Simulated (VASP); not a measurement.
# W (Im-3m) in VASP: notebook, part 2 of 2

VASP 6.6.1. Earlier steps stand in the parts before.

## (3) Single point, PBE

File INCAR:

```
  ALGO = Normal
  EDIFF = 1E-6
  ENCUT = 520
  GGA = PE
  ISIF = 2
  ISMEAR = 1
  LASPH = T
  LCHARG = F
  LREAL = F
  LWAVE = F
  NBANDS = 13
  NELM = 60
  PREC = Accurate
  SIGMA = 0.1
```

File KPOINTS:

```
k-points
0
Gamma
  35 35 35
```

File POSCAR:

```
W
1.0
   -1.5919371280      1.5919371280      1.5919371280
    1.5919371280     -1.5919371280      1.5919371280
    1.5919371280      1.5919371280     -1.5919371280
W
1
Direct
    0.0000000000      0.0000000000      0.0000000000
```

Potentials or basis: VASP PAW PBE potentials, release 64 (W_sv).

Started as:

```
$ cat potpaw_PBE.64/W_sv/POTCAR > POTCAR
$ mpirun -np 1 vasp_std > vasp.out
```

OUTCAR:

```text
EDIFF = 1E-6
   ENCUT = 520
   GGA = PE
   ISIF = 2
   ISMEAR = 1
   LASPH = T
   LREAL = F
   NELM = 60
   PREC = Accurate

 ion  position               nearest neighbor table
   1  0.000  0.000  0.000-

  LATTYP: Found a body centered cubic cell.
 ALAT       =     3.1838742560

  Lattice vectors:

 A1 = (  -1.5919371280,   1.5919371280,   1.5919371280)
 A2 = (   1.5919371280,  -1.5919371280,   1.5919371280)
 A3 = (   1.5919371280,   1.5919371280,  -1.5919371280)

Analysis of symmetry for initial positions (statically):
=====================================================================
 Subroutine PRICEL returns:
 Original cell was already a primitive cell.

 Routine SETGRP: Setting up the symmetry group for a
 body centered cubic supercell.

 Subroutine GETGRP returns: Found 48 space group operations
 (whereof 48 operations were pure point group operations)
 out of a pool of 48 trial point group operations.

The static configuration has the point symmetry O_h .

Analysis of symmetry for dynamics (positions and initial velocities):
=====================================================================
 Subroutine PRICEL returns:
 Original cell was already a primitive cell.

 Routine SETGRP: Setting up the symmetry group for a
 body centered cubic supercell.

 Subroutine GETGRP returns: Found 48 space group operations
 (whereof 48 operations were pure point group operations)
 out of a pool of 48 trial point group operations.

The dynamic configuration has the point symmetry O_h .

 Subroutine INISYM returns: Found 48 space group operations
 (whereof 48 operations are pure point group operations),
 and found     1 'primitive' translations

----------------------------------------------------------------------------------------

                                     Primitive cell

  volume of cell :      16.1376

  direct lattice vectors                    reciprocal lattice vectors
    -1.591937128  1.591937128  1.591937128     0.000000000  0.314082756  0.314082756
     1.591937128 -1.591937128  1.591937128     0.314082756  0.000000000  0.314082756
     1.591937128  1.591937128 -1.591937128     0.314082756  0.314082756  0.000000000

  length of vectors
     2.757315988  2.757315988  2.757315988     0.444180093  0.444180093  0.444180093

  position of ions in fractional coordinates (direct lattice)
     0.000000000  0.000000000  0.000000000

  ion indices of the primitive-cell ions
   primitive index   ion index
                 1           1

----------------------------------------------------------------------------------------

 KPOINTS: k-points

Automatic generation of k-mesh.
 Grid dimensions read from file:
 generate k-points for:   35   35   35

 Generating k-lattice:

  Cartesian coordinates                     Fractional coordinates (reciprocal lattice)
     0.000000000  0.008973793  0.008973793     0.028571429  0.000000000  0.000000000
     0.008973793  0.000000000  0.008973793     0.000000000  0.028571429  0.000000000
     0.008973793  0.008973793  0.000000000     0.000000000  0.000000000  0.028571429

  Length of vectors
     0.012690860  0.012690860  0.012690860

  Shift w.r.t. Gamma in fractional coordinates (k-lattice)
     0.000000000  0.000000000  0.000000000

 Subroutine IBZKPT returns following result:
 ===========================================

 Found   1140 irreducible k-points:

 Following reciprocal coordinates:
            Coordinates               Weight
  0.000000  0.000000  0.000000      1.000000
  0.028571  0.000000  0.000000     12.000000
  0.057143  0.000000  0.000000     12.000000
  0.085714  0.000000  0.000000     12.000000
  0.114286  0.000000  0.000000     12.000000
  0.142857  0.000000  0.000000     12.000000
[... 16 lines left out ...]
  0.142857  0.028571  0.000000     48.000000
  0.171429  0.028571  0.000000     48.000000
 [... further k-points ...]
   k-points           NKPTS =   1140   k-points in BZ     NKDIM =   1140   number of bands    NBANDS=     13
   number of dos      NEDOS =    301   number of ions     NIONS =      1
   total plane-waves  NPLWV =  13824
   dimension x,y,z NGX =    24 NGY =   24 NGZ =   24
   dimension x,y,z NGXF=    48 NGYF=   48 NGZF=   48
   ions per type =               1
   NGX,Y,Z   is equivalent  to a cutoff of  14.47, 14.47, 14.47 a.u.
   NGXF,Y,Z  is equivalent  to a cutoff of  28.94, 28.94, 28.94 a.u.
 SYSTEM =  unknown system
   PREC   = accura    normal or accurate (medium, high low for compatibility)
   ISTART =      0    job   : 0-new  1-cont  2-samecut
   ICHARG =      2    charge: 1-file 2-atom 10-const
   ISPIN  =      1    spin polarized calculation?
   LNONCOLLINEAR =      F non collinear calculations
   LSORBIT =      F    spin-orbit coupling
   LASPH  =      T    aspherical Exc in radial PAW
   ENCUT  =  520.0 eV  38.22 Ry    6.18 a.u.   5.13  5.13  5.13*2*pi/ulx,y,z
   NELM   =     60;   NELMIN=  2; NELMDL= -5     # of ELM steps
   EDIFF  = 0.1E-05   stopping-criterion for ELM
   LREAL  =      F    real-space projection
   EDIFFG = 0.1E-04   stopping-criterion for IOM
   NSW    =      0    number of steps for IOM
   IBRION =     -1    ionic relax: 0-MD 1-quasi-New 2-CG
   NFREE  =      0    steps in history (QN), initial steepest desc. (CG)
   ISIF   =      2    stress and relaxation
   ISYM   =      2    0-nonsym 1-usesym 2-fastsym
   POTIM  = 0.5000    time-step for ionic-motion
   TEBEG  =    0.0;   TEEND  =   0.0 temperature during run
   PSTRESS=    0.0 pullay stress
   NELECT =      14.0000    total number of electrons
   NUPDOWN=      -1.0000    fix difference up-down
   EMIN   =  10.00;   EMAX   =-10.00  energy-range for DOS
   EFERMI =   0.00;   METHOD = LEGACY
   ISMEAR =     1;   SIGMA  =   0.10  broadening in eV -4-tet -1-fermi 0-gaus
   EFERMI_NEDOS =   21; number of points for ismear=-14 and -15
   IALGO  =     38    algorithm
   IMIX   =      4    mixing-type and parameters
     AMIX     =   0.40;   BMIX     =  1.00
     AMIX_MAG =   1.60;   BMIX_MAG =  1.00
  volume/ion in A,a.u.               =      16.14       108.90
  Fermi-wavevector in a.u.,A,eV,Ry     =   1.561367  2.950555 33.169183  2.437866
  Thomas-Fermi vector in A             =   2.664443
   LORBIT       =      0    0 simple, 1 ext, 2 COOP (PROOUT), +10 PAW based schemes
   GGA     = PE    functional components
   LHFCALC =     F    Hartree Fock is set to
   AEXX    =    0.0000 exact exchange contribution
   IVDW    =     0    specifies the selected vdW correction
   LEPSILON=     F    determine dielectric tensor
   LRPA    =     F    only Hartree local field effects (RPA)
 non-spin polarized calculation
 Methfessel and Paxton  Order N= 1 SIGMA  =   0.10
  energy-cutoff  :      520.00
  volume of cell :       16.14
 maximum number of plane-waves:       456
 NGX is ok and might be reduce to    24
   NGX = 11   NGY = 11   NGZ = 11

 number of electron      14.0000002 magnetization

 Free energy of the ion-electron system (eV)
  ---------------------------------------------------
  ext. energy  EPLUGINS =         0.00000000
  ---------------------------------------------------
  free energy    TOTEN  =       -12.95515921 eV

  energy without entropy =      -12.95539482  energy(sigma->0) =      -12.95523775

 E-fermi :  11.2270     XC(G=0): -13.5401

 val. band max:       11.2265359177   @ k =  -0.4571  -0.4571   0.2857
 cond. band min:      11.2301533065   @ k =  -0.1714   0.1714   0.1714
 fundamental gap:      0.0036173888
 Fermi energy:        11.2270096708

 k-point     1 :       0.0000    0.0000    0.0000
  band No.  band energies     occupation
      1     -63.0227      2.00000
      2     -26.6102      2.00000
      3     -26.6102      2.00000
      4     -26.6102      2.00000
      5       1.6486      2.00000
      6       9.9861      2.00000
      7       9.9861      2.00000
      8       9.9861      2.00000
      9      13.4050      0.00000
     10      13.4050      0.00000
     11      25.6629      0.00000
     12      25.6629      0.00000
     13      25.6629      0.00000
[... 353 lines left out ...]
 k-point    24 :       0.1714    0.0286    0.0000
  band No.  band energies     occupation
      1     -62.9848      2.00000
      2     -27.0041      2.00000
      3     -26.7322      2.00000
      4     -26.6159      2.00000
      5       3.1547      2.00000
      6       9.1649      2.00000
      7       9.5696      2.00000
      8      11.5586     -0.00003
      9      12.6599     -0.00000
     10      13.5031      0.00000
     11      26.4208      0.00000
     12      28.0661      0.00000
     13      28.2598      0.00000

 [... further k-points ...]
[... 5 lines left out ...]
  --------------------------------------------------------------------------------------
  -------------------------------------------------------------------------------------
  Total        0.0419197      0.0419197      0.0419197      0.0000000      0.0000000     -0.0000000
  in kB        4.1618970      4.1618970      4.1618970      0.0000000      0.0000000     -0.0000000
  external PRESSURE =       4.1618970 kB  Pullay stress =       0.0000000 kB

 VOLUME and BASIS-vectors are now :
 -----------------------------------------------------------------------------
  energy-cutoff  :      520.00
  volume of cell :       16.14
      direct lattice vectors                 reciprocal lattice vectors
    -1.591937128  1.591937128  1.591937128     0.000000000  0.314082756  0.314082756
     1.591937128 -1.591937128  1.591937128     0.314082756  0.000000000  0.314082756
     1.591937128  1.591937128 -1.591937128     0.314082756  0.314082756  0.000000000

 POSITION                                       TOTAL-FORCE (eV/Angst)
 -----------------------------------------------------------------------------------
      0.00000      0.00000      0.00000         0.000000     -0.000000      0.000000
 -----------------------------------------------------------------------------------
    total drift:                                0.000000      0.000000     -0.000000

  FREE ENERGIE OF THE ION-ELECTRON SYSTEM (eV)
  ---------------------------------------------------
  free  energy   TOTEN  =       -12.9551592141 eV

  energy  without entropy=      -12.9553948243  energy(sigma->0) =      -12.95523775
```

OSZICAR:

```text
N       E                     dE             d eps       ncg     rms          rms(c)
DAV:   1     0.844016765954E+02    0.84402E+02   -0.74979E+03 29844   0.122E+03
DAV:   2    -0.119348929469E+02   -0.96337E+02   -0.92487E+02 33275   0.316E+02
DAV:   3    -0.135821270578E+02   -0.16472E+01   -0.16419E+01 32465   0.399E+01
DAV:   4    -0.135888378294E+02   -0.67108E-02   -0.67105E-02 32830   0.281E+00
DAV:   5    -0.135888941451E+02   -0.56316E-04   -0.56314E-04 32945   0.244E-01    0.202E+01
DAV:   6    -0.130877374293E+02    0.50116E+00   -0.42469E-01 30770   0.870E+00    0.798E+00
DAV:   7    -0.129591904876E+02    0.12855E+00   -0.21812E-01 32985   0.592E+00    0.673E-01
DAV:   8    -0.129551763302E+02    0.40142E-02   -0.43462E-03 30225   0.847E-01    0.750E-02
DAV:   9    -0.129551651250E+02    0.11205E-04   -0.91786E-05 34133   0.118E-01    0.469E-02
DAV:  10    -0.129551586296E+02    0.64953E-05   -0.14573E-05 31895   0.529E-02    0.532E-03
DAV:  11    -0.129551592141E+02   -0.58444E-06   -0.25881E-07 21075   0.621E-03
   1 F= -.12955159E+02 E0= -.12955238E+02  d E =0.235610E-03
```

Run time: 1.7 min. Hardware: 1 thread of Intel Xeon Platinum 8259CL at 2.50GHz (Skylake/Cascade Lake), shared host; peak memory 0.34 GiB.

What came out:

```
Free energy            : -12.9552 eV
Pressure               : 0.4 GPa
Band gap on the k mesh : zero (bands 7 and 8 overlap by 6.13 eV)
```

Levels at points of the mesh, in eV from the Fermi level:
```
           k point  band 3  band 4  band 5  band 6  band 7  band 8  band 9  band 10  band 11  band 12
(0.00, 0.00, 0.00)  -37.84  -37.84   -9.58   -1.24   -1.24   -1.24    2.18     2.18    14.44    14.44
```

Caveat: spin-orbit coupling is left out, which moves the levels of the heavy elements.

## (4) Relaxation of cell and atoms, LDA

This run uses another cell than the first one, of 15.78 Å³/atom.

File INCAR:

```
SYSTEM = W
PREC = Accurate
ENCUT = 600
EDIFF = 1E-6
ISMEAR = 1
SIGMA = 0.1
LREAL = .FALSE.
LASPH = .TRUE.
NELM = 100
ALGO = Normal
ISIF = 3
LWAVE = .FALSE.
LCHARG = .FALSE.
GGA = CA
IBRION = 2
NSW = 60
EDIFFG = -0.005
```

File KPOINTS:

```
regular mesh
0
G
  24 24 24
  0 0 0
```

File POSCAR:

```
W
1.0
   -1.5800000000      1.5800000000      1.5800000000
    1.5800000000     -1.5800000000      1.5800000000
    1.5800000000      1.5800000000     -1.5800000000
W
1
Direct
    0.0000000000      0.0000000000      0.0000000000
```

Potentials or basis: VASP PAW LDA potentials, release 64 (W_sv).

Started as:

```
$ cat potpaw_LDA.64/W_sv/POTCAR > POTCAR
$ mpirun -np 1 vasp_std > vasp.out
```

Run time: 90 s. Hardware: 1 thread of Intel Xeon Platinum 8259CL at 2.50GHz (Skylake/Cascade Lake), shared host; peak memory 0.22 GiB.

It converged, with:

- Free energy: -14.1068 eV
- Relaxed volume: 15.50 Å³/atom
- Relaxed cell: a = 2.720 Å, b = 2.720 Å, c = 2.720 Å, α = 109.47°, β = 109.47°, γ = 109.47°
- Space group after relaxing (to 0.1 Å): Im-3m (No. 229)
- Energy gained by relaxing: 5.1 meV/atom
- Ionic steps: 4
- Pressure after relaxing: 0.0 GPa
- Band gap on the k mesh: zero (bands 7 and 8 overlap by 6.61 eV)

Step by step:
```csv
step,energy change (eV),largest force (eV/Å),pressure (GPa),volume (Å³)
1,0.0000,0.0000,-5.78,15.78
2,0.0684,0.0000,25.32,14.51
3,-0.0051,0.0000,-0.19,15.51
4,-0.0051,0.0000,-0.03,15.50
```

Final structure:
```
W
1.0
    -1.57062    1.57062    1.57062
     1.57062   -1.57062    1.57062
     1.57062    1.57062   -1.57062
W
1
Direct
  0.00000 0.00000 0.00000
```

Levels at points of the mesh, in eV from the Fermi level:
| k point | band 3 | band 4 | band 5 | band 6 | band 7 | band 8 | band 9 | band 10 | band 11 |
| --- | --- | --- | --- | --- | --- | --- | --- | --- | --- |
| (0.00, 0.00, 0.00) | -37.56 | -37.56 | -9.74 | -1.37 | -1.37 | -1.37 | 2.17 | 2.17 | 14.55 |
| (0.50, 0.00, 0.00) | -38.02 | -37.57 | -6.48 | -3.77 | 0.85 | 2.09 | 3.07 | 6.27 | 11.39 |
| (0.50, 0.50, 0.50) | -38.55 | -38.55 | -6.11 | -6.11 | 5.24 | 5.24 | 5.24 | 8.47 | 8.47 |

Caveat: spin-orbit coupling is left out, which moves the levels of the heavy elements.

## (5) The runs side by side

| task | level | potentials or basis | cell | k mesh | cutoff (eV) | gap on the mesh (eV) | pressure (GPa) |
| --- | --- | --- | --- | --- | --- | --- | --- |
| single point | PBE | VASP PAW PBE potentials, release 64 (W_sv) | a = 2.757 Å, angles 109.5°, 1 atom | 24 × 24 × 24 | 520 | none | 0.5 |
| single point | PBE | VASP PAW PBE potentials, release 64 (W_sv) | a = 2.757 Å, angles 109.5°, 1 atom | 35 × 35 × 35 | 520 | none | 0.4 |
| relaxation of cell and atoms | LDA | VASP PAW LDA potentials, release 64 (W_sv) | relaxed from a = 2.737 Å, angles 109.5°, 1 atom | 24 × 24 × 24 | 600 | none | 0.0 |

Alike in all rows: no spin polarisation; smearing methfessel-paxton 0.1 eV.

Caveats: spin-orbit coupling is left out, which moves the levels of the heavy elements.

Absolute energies hang on the potentials; compare differences alone.
